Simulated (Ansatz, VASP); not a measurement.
Given: the input of a run of Ansatz 0.2.0 on CuAu.

Contents of input.yaml:

```yaml
crystal:
  lattice:
    - [1.4235536889, 0.8218891055, 4.1986478884]
    - [-1.4235536889, 0.8218891055, 4.1986478884]
    - [0.0, -1.643778211, 4.1986478884]
  atoms:
    - { symbol: Au, position: [0.0, 0.0, 0.0] }
    - { symbol: Cu, position: [0.5, 0.5, 0.5] }
hamiltonian:
  xc: pbesol
  pseudopotentials: { kind: paw }
kpoints:
  mp_grid: { grid: [11, 11, 11] }
scf:
  occupations: { method: fermi_dirac, width: 0.05 }
output:
  forces: true
  stress: true
  eigenvalues: true
```

Potentials or basis: Ansatz PAW.

Run with:

```sh
$ ansatz run input.yaml --threads 1 --pin off --max-ram 3584MiB --backend cpu --events-out ev --progress --plain --runs-dir out
```

Translate it to VASP 6.6.1. Potentials there: VASP PAW PBE potentials, release 64 (Au, Cu).

As run (the cutoff follows the program's own potentials):

INCAR

```
PREC = Accurate
ENCUT = 520
EDIFF = 1E-7
ISMEAR = -1
SIGMA = 0.05
LREAL = False
LASPH = True
NELM = 100
ALGO = Normal
ISIF = 2
LWAVE = False
LCHARG = True
GGA = PS
LELF = True
LVHAR = True
NBANDS = 18
```

The input KPOINTS:

```
Automatic mesh
0
Gamma
  11 11 11
```

File POSCAR:

```
CuAu
1.0
    1.4235536889      0.8218891055      4.1986478884
   -1.4235536889      0.8218891055      4.1986478884
    0.0000000000     -1.6437782110      4.1986478884
Au Cu
1 1
Direct
    0.0000000000      0.0000000000      0.0000000000
    0.5000000000      0.5000000000      0.5000000000
```

Potentials or basis: VASP PAW PBE potentials, release 64 (Au, Cu).

Run with:

```sh
$ cat potpaw_PBE.64/Au/POTCAR potpaw_PBE.64/Cu/POTCAR > POTCAR
$ mpirun -np 1 vasp_std > vasp.out
```

Both were run:

|  | VASP | Ansatz | Ansatz less VASP |
| --- | --- | --- | --- |
| gap on the k mesh at the Fermi level (eV) | none | none | - |
| pressure (GPa) | -2.5 | -2.6 | -0.07 |
| traceless stress, the component that is largest in VASP (GPa) | 1.71 | 1.57 | -0.136 |

VASP's potentials were made for PBE, not for PBEsol. A gap of «none» marks a metal or a gap that the smearing closes. The functional is the same, so the differences come from potentials, cutoffs and numerics. VASP's potentials hold 22 valence electrons a cell and Ansatz's 38, so a difference there can come from the potentials and not from the codes.

Neither program's run includes spin-orbit coupling.
